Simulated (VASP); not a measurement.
# BiTe (Fm-3m) in VASP: settings compared

Aim: see how the results for BiTe move with the level of theory and the settings. Levels: PBE+D3(BJ), LDA, PBE. Tasks: single point.

All numbers are computed with VASP 6.6.1; they aren't measurements. Logs are shortened: lines on timing, memory, paths and dates and some standing lists are left out, and cuts for length are marked.

### Step 1. The cell of the first run

The structure is cubic, space group Fm-3m (No. 225). Conventional cell: a = 6.470 Å, b = 6.470 Å, c = 6.470 Å, α = 90.00°, β = 90.00°, γ = 90.00°. Bi (site symmetry m-3m) has 6 Te at 3.23 Å within 4.3 Å. Te (site symmetry m-3m) has 6 Bi at 3.23 Å within 4.3 Å.

### Step 2. Single point, PBE+D3(BJ)

Contents of INCAR:

```
PREC     = Accurate       # precision mode
ENCUT    = 500            # plane-wave cutoff, eV
EDIFF    = 1E-6           # SCF threshold, eV
ISMEAR   = 0              # smearing method
SIGMA    = 0.1            # smearing width, eV
LREAL    = False          # projectors in reciprocal space
LASPH    = True           # aspherical terms in the spheres
NELM     = 120            # most SCF steps
ALGO     = Normal         # electronic algorithm
ISIF     = 2              # what is computed and relaxed
LWAVE    = False          # write WAVECAR
LCHARG   = False          # write CHGCAR
GGA      = PE             # functional
IVDW     = 12             # dispersion correction
NBANDS   = 18             # bands
GGA_COMPAT= False
```

Contents of KPOINTS:

```
Automatic mesh
0
Gamma
  4 4 4
```

Contents of POSCAR:

```
BiTe
1.0
    0.0000000000      3.2350000000      3.2350000000
    3.2350000000      0.0000000000      3.2350000000
    3.2350000000      3.2350000000      0.0000000000
Bi Te
1 1
Direct
    0.0000000000      0.0000000000      0.0000000000
    0.5000000000      0.5000000000      0.5000000000
```

Potentials or basis: VASP PAW PBE potentials, release 64 (Bi_d, Te).

Command:

```sh
> cat potpaw_PBE.64/Bi_d/POTCAR potpaw_PBE.64/Te/POTCAR > POTCAR
> mpirun -np 1 vasp_std > vasp.out
```

OUTCAR:

```text
PREC = Accurate
   ENCUT = 500
   EDIFF = 1E-6
   ISMEAR = 0
   LREAL = False
   LASPH = True
   NELM = 120
   ISIF = 2
   GGA = PE
   IVDW = 12
 IVDW          = 12

 ion  position               nearest neighbor table
   1  0.000  0.000  0.000-   2 3.23   2 3.23   2 3.23   2 3.23   2 3.23   2 3.23
   2  0.500  0.500  0.500-   1 3.23   1 3.23   1 3.23   1 3.23   1 3.23   1 3.23

  LATTYP: Found a face centered cubic cell.
 ALAT       =     6.4700000000

  Lattice vectors:

 A1 = (   0.0000000000,   3.2350000000,   3.2350000000)
 A2 = (   3.2350000000,   0.0000000000,   3.2350000000)
 A3 = (   3.2350000000,   3.2350000000,   0.0000000000)

Analysis of symmetry for initial positions (statically):
=====================================================================
 Subroutine PRICEL returns:
 Original cell was already a primitive cell.

 Routine SETGRP: Setting up the symmetry group for a
 face centered cubic supercell.

 Subroutine GETGRP returns: Found 48 space group operations
 (whereof 48 operations were pure point group operations)
 out of a pool of 48 trial point group operations.

The static configuration has the point symmetry O_h .

Analysis of symmetry for dynamics (positions and initial velocities):
=====================================================================
 Subroutine PRICEL returns:
 Original cell was already a primitive cell.

 Routine SETGRP: Setting up the symmetry group for a
 face centered cubic supercell.

 Subroutine GETGRP returns: Found 48 space group operations
 (whereof 48 operations were pure point group operations)
 out of a pool of 48 trial point group operations.

The dynamic configuration has the point symmetry O_h .

 Subroutine INISYM returns: Found 48 space group operations
 (whereof 48 operations are pure point group operations),
 and found     1 'primitive' translations

----------------------------------------------------------------------------------------

                                     Primitive cell

  volume of cell :      67.7100

  direct lattice vectors                    reciprocal lattice vectors
     0.000000000  3.235000000  3.235000000    -0.154559505  0.154559505  0.154559505
     3.235000000  0.000000000  3.235000000     0.154559505 -0.154559505  0.154559505
     3.235000000  3.235000000  0.000000000     0.154559505  0.154559505 -0.154559505

  length of vectors
     4.574980874  4.574980874  4.574980874     0.267704916  0.267704916  0.267704916

  position of ions in fractional coordinates (direct lattice)
     0.000000000  0.000000000  0.000000000
     0.500000000  0.500000000  0.500000000

  ion indices of the primitive-cell ions
   primitive index   ion index
                 1           1
                 2           2

----------------------------------------------------------------------------------------

 KPOINTS: Automatic mesh

Automatic generation of k-mesh.
 Grid dimensions read from file:
 generate k-points for:    4    4    4

 Generating k-lattice:

  Cartesian coordinates                     Fractional coordinates (reciprocal lattice)
    -0.038639876  0.038639876  0.038639876     0.250000000  0.000000000  0.000000000
     0.038639876 -0.038639876  0.038639876     0.000000000  0.250000000  0.000000000
     0.038639876  0.038639876 -0.038639876     0.000000000  0.000000000  0.250000000

  Length of vectors
     0.066926229  0.066926229  0.066926229

  Shift w.r.t. Gamma in fractional coordinates (k-lattice)
     0.000000000  0.000000000  0.000000000

 Subroutine IBZKPT returns following result:
 ===========================================

 Found      8 irreducible k-points:

 Following reciprocal coordinates:
            Coordinates               Weight
  0.000000  0.000000  0.000000      1.000000
  0.250000  0.000000  0.000000      8.000000
  0.500000  0.000000  0.000000      4.000000
  0.250000  0.250000  0.000000      6.000000
  0.500000  0.250000  0.000000     24.000000
 -0.250000  0.250000  0.000000     12.000000
  0.500000  0.500000  0.000000      3.000000
 -0.250000  0.500000  0.250000      6.000000
   k-points           NKPTS =      8   k-points in BZ     NKDIM =      8   number of bands    NBANDS=     18
   number of dos      NEDOS =    301   number of ions     NIONS =      2
   total plane-waves  NPLWV =  46656
   dimension x,y,z NGX =    36 NGY =   36 NGZ =   36
   dimension x,y,z NGXF=    72 NGYF=   72 NGZF=   72
   ions per type =               1   1
   NGX,Y,Z   is equivalent  to a cutoff of  13.08, 13.08, 13.08 a.u.
   NGXF,Y,Z  is equivalent  to a cutoff of  26.16, 26.16, 26.16 a.u.
 SYSTEM =  unknown system
   PREC   = accura    normal or accurate (medium, high low for compatibility)
   ISTART =      0    job   : 0-new  1-cont  2-samecut
   ICHARG =      2    charge: 1-file 2-atom 10-const
   ISPIN  =      1    spin polarized calculation?
   LNONCOLLINEAR =      F non collinear calculations
   LSORBIT =      F    spin-orbit coupling
   LASPH  =      T    aspherical Exc in radial PAW
   ENCUT  =  500.0 eV  36.75 Ry    6.06 a.u.   8.34  8.34  8.34*2*pi/ulx,y,z
   NELM   =    120;   NELMIN=  2; NELMDL= -5     # of ELM steps
   EDIFF  = 0.1E-05   stopping-criterion for ELM
   LREAL  =      F    real-space projection
   EDIFFG = 0.1E-04   stopping-criterion for IOM
   NSW    =      0    number of steps for IOM
   IBRION =     -1    ionic relax: 0-MD 1-quasi-New 2-CG
   NFREE  =      0    steps in history (QN), initial steepest desc. (CG)
   ISIF   =      2    stress and relaxation
   ISYM   =      2    0-nonsym 1-usesym 2-fastsym
   POTIM  = 0.5000    time-step for ionic-motion
   TEBEG  =    0.0;   TEEND  =   0.0 temperature during run
   PSTRESS=    0.0 pullay stress
   NELECT =      21.0000    total number of electrons
   NUPDOWN=      -1.0000    fix difference up-down
   EMIN   =  10.00;   EMAX   =-10.00  energy-range for DOS
   EFERMI =   0.00;   METHOD = LEGACY
   ISMEAR =     0;   SIGMA  =   0.10  broadening in eV -4-tet -1-fermi 0-gaus
   EFERMI_NEDOS =   21; number of points for ismear=-14 and -15
   IALGO  =     38    algorithm
   IMIX   =      4    mixing-type and parameters
     AMIX     =   0.40;   BMIX     =  1.00
     AMIX_MAG =   1.60;   BMIX_MAG =  1.00
  volume/ion in A,a.u.               =      33.86       228.46
  Fermi-wavevector in a.u.,A,eV,Ry     =   1.108146  2.094092 16.707785  1.227988
  Thomas-Fermi vector in A             =   2.244669
   LORBIT       =      0    0 simple, 1 ext, 2 COOP (PROOUT), +10 PAW based schemes
   GGA     = PE    functional components
   LHFCALC =     F    Hartree Fock is set to
   AEXX    =    0.0000 exact exchange contribution
   IVDW    =    12    specifies the selected vdW correction
   LEPSILON=     F    determine dielectric tensor
   LRPA    =     F    only Hartree local field effects (RPA)
 non-spin polarized calculation
 Gauss-broadening in eV      SIGMA  =   0.10
  energy-cutoff  :      500.00
  volume of cell :       67.71
 maximum number of plane-waves:      1759
 NGX is ok and might be reduce to    36
   NGX = 17   NGY = 17   NGZ = 17

 number of electron      21.0000001 magnetization

 Free energy of the ion-electron system (eV)
  ---------------------------------------------------
  ext. energy  EPLUGINS =         0.00000000
  ---------------------------------------------------
  free energy    TOTEN  =        -7.20573528 eV

  energy without entropy =       -7.18805903  energy(sigma->0) =       -7.19689716

 E-fermi :   6.6310     XC(G=0):  -9.4242

 val. band max:        6.5732637054   @ k =  -0.2500   0.2500   0.0000
 cond. band min:       6.6536002631   @ k =  -0.2500   0.2500   0.0000
 fundamental gap:      0.0803365578
 Fermi energy:         6.6309595789

 k-point     1 :       0.0000    0.0000    0.0000
  band No.  band energies     occupation
      1     -16.4713      2.00000
      2     -16.4713      2.00000
      3     -16.4702      2.00000
      4     -16.4702      2.00000
      5     -16.4702      2.00000
      6      -6.8625      2.00000
[... 10 lines left out ...]
     17      12.7856      0.00000
     18      13.2278      0.00000

 k-point     2 :       0.2500    0.0000    0.0000
  band No.  band energies     occupation
      1     -16.4737      2.00000
      2     -16.4737      2.00000
      3     -16.4692      2.00000
      4     -16.4666      2.00000
      5     -16.4666      2.00000
      6      -6.3108      2.00000
[... 10 lines left out ...]
     17      15.4531      0.00000
     18      15.8238      0.00000

 k-point     3 :       0.5000    0.0000    0.0000
  band No.  band energies     occupation
      1     -16.4762      2.00000
      2     -16.4762      2.00000
      3     -16.4683      2.00000
      4     -16.4629      2.00000
      5     -16.4629      2.00000
      6      -4.9154      2.00000
[... 10 lines left out ...]
     17      14.8609      0.00000
     18      15.8763      0.00000

 k-point     4 :       0.2500    0.2500    0.0000
  band No.  band energies     occupation
      1     -16.4779      2.00000
      2     -16.4719      2.00000
      3     -16.4690      2.00000
      4     -16.4651      2.00000
      5     -16.4651      2.00000
      6      -6.1604      2.00000
[... 10 lines left out ...]
     17      13.8311      0.00000
     18      13.9579      0.00000

 k-point     5 :       0.5000    0.2500    0.0000
  band No.  band energies     occupation
      1     -16.4803      2.00000
      2     -16.4711      2.00000
      3     -16.4697      2.00000
      4     -16.4632      2.00000
      5     -16.4617      2.00000
      6      -5.1205      2.00000
[... 10 lines left out ...]
     17      15.9834      0.00000
     18      16.5045      0.00000

 k-point     6 :      -0.2500    0.2500    0.0000
  band No.  band energies     occupation
      1     -16.4762      2.00000
      2     -16.4742      2.00000
      3     -16.4670      2.00000
      4     -16.4648      2.00000
      5     -16.4646      2.00000
      6      -5.4657      2.00000
[... 10 lines left out ...]
     17      14.7709      0.00000
     18      16.2786      0.00000

 k-point     7 :       0.5000    0.5000    0.0000
  band No.  band energies     occupation
      1     -16.4854      2.00000
      2     -16.4736      2.00000
      3     -16.4668      2.00000
      4     -16.4598      2.00000
      5     -16.4598      2.00000
      6      -5.1053      2.00000
[... 10 lines left out ...]
     17      16.3037      0.00000
     18      17.2637      0.00000

 k-point     8 :      -0.2500    0.5000    0.2500
  band No.  band energies     occupation
      1     -16.4808      2.00000
      2     -16.4710      2.00000
      3     -16.4668      2.00000
      4     -16.4668      2.00000
      5     -16.4597      2.00000
      6      -4.5635      2.00000
[... 10 lines left out ...]
     17      16.4153      0.00000
     18      17.3846      0.00000

------------------------ aborting loop because EDIFF is reached ----------------------------------------

 Edisp (eV)   -0.90317

 E8    (eV) :    -0.4321

  FORCE on cell =-STRESS in cart. coord.  units (eV):
  Direction    XX          YY          ZZ          XY          YZ          ZX
  --------------------------------------------------------------------------------------
  -------------------------------------------------------------------------------------
  Total      -0.68491    -0.68491    -0.68491    -0.00000    -0.00000     0.00000
  in kB     -16.20650   -16.20650   -16.20650    -0.00000    -0.00000     0.00000
  external pressure =      -16.21 kB  Pullay stress =        0.00 kB

 VOLUME and BASIS-vectors are now :
 -----------------------------------------------------------------------------
  energy-cutoff  :      500.00
  volume of cell :       67.71
      direct lattice vectors                 reciprocal lattice vectors
     0.000000000  3.235000000  3.235000000    -0.154559505  0.154559505  0.154559505
     3.235000000  0.000000000  3.235000000     0.154559505 -0.154559505  0.154559505
     3.235000000  3.235000000  0.000000000     0.154559505  0.154559505 -0.154559505

 POSITION                                       TOTAL-FORCE (eV/Angst)
 -----------------------------------------------------------------------------------
      0.00000      0.00000      0.00000        -0.000000      0.000000     -0.000000
      3.23500      3.23500      3.23500         0.000000     -0.000000      0.000000
 -----------------------------------------------------------------------------------
    total drift:                               -0.000000      0.000000      0.000000

  FREE ENERGIE OF THE ION-ELECTRON SYSTEM (eV)
  ---------------------------------------------------
  free  energy   TOTEN  =        -8.1089019336 eV

  energy  without entropy=       -8.0912256825  energy(sigma->0) =       -8.10006381
```

It took 10 s on 1 thread of AMD EPYC 7R13 (Zen 3), shared host; peak memory 0.18 GiB.

What came out:

* Free energy: -8.1089 eV
* Pressure: -1.6 GPa
* Band gap on the k mesh: zero (an odd number of electrons rules out a gap without spin polarisation)
* Dispersion energy per atom: -0.452 eV

Caveat: the k points lie up to 0.42 Å⁻¹ apart, too coarse for converged energies and pressures of a metal; spin-orbit coupling is left out, which moves the levels of the heavy elements.

### Step 3. Single point, LDA

Contents of INCAR:

```
SYSTEM = BiTe
ALGO = Normal ; EDIFF = 1E-6
ENCUT = 500 ; GGA_COMPAT = .False.
ISIF = 2 ; ISMEAR = 0
LASPH = .True. ; LCHARG = .False.
LREAL = .False. ; LWAVE = .False.
NBANDS = 18 ; NELM = 120
PREC = Accurate ; SIGMA = 0.1
```

Contents of KPOINTS:

```
k-points
0
Gamma
  4 4 4
  0 0 0
```

POSCAR is that of step 2.

Potentials or basis: VASP PAW LDA potentials, release 64 (Bi_d, Te).

Command:

```sh
> cat potpaw_LDA.64/Bi_d/POTCAR potpaw_LDA.64/Te/POTCAR > POTCAR
> mpirun -np 1 vasp_std > vasp.out
```

It took 9.1 s on 1 thread of AMD EPYC 7R13 (Zen 3), shared host; peak memory 0.14 GiB.

The run converged. Its results:

| Item | Value |
| --- | --- |
| Free energy | -8.5183 eV |
| Pressure | -2.8 GPa |
| Band gap on the k mesh | zero (an odd number of electrons rules out a gap without spin polarisation) |

Levels at points of the mesh, in eV from the Fermi level:
```csv
k point,band 7,band 8,band 9,band 10,band 11,band 12,band 13,band 14
"(0.00, 0.00, 0.00)",-8.12,-2.48,-2.48,-2.48,2.17,2.17,2.17,4.73
"(0.50, 0.00, 0.00)",-11.20,-1.84,-1.84,-1.54,-0.82,-0.59,-0.59,7.31
"(0.50, 0.50, 0.00)",-9.92,-5.60,-3.95,-3.95,2.28,3.60,3.60,4.95
```

Caveat: the k points lie up to 0.42 Å⁻¹ apart, too coarse for converged energies and pressures of a metal; spin-orbit coupling is left out, which moves the levels of the heavy elements.

(Continued in part 2 of 2.)
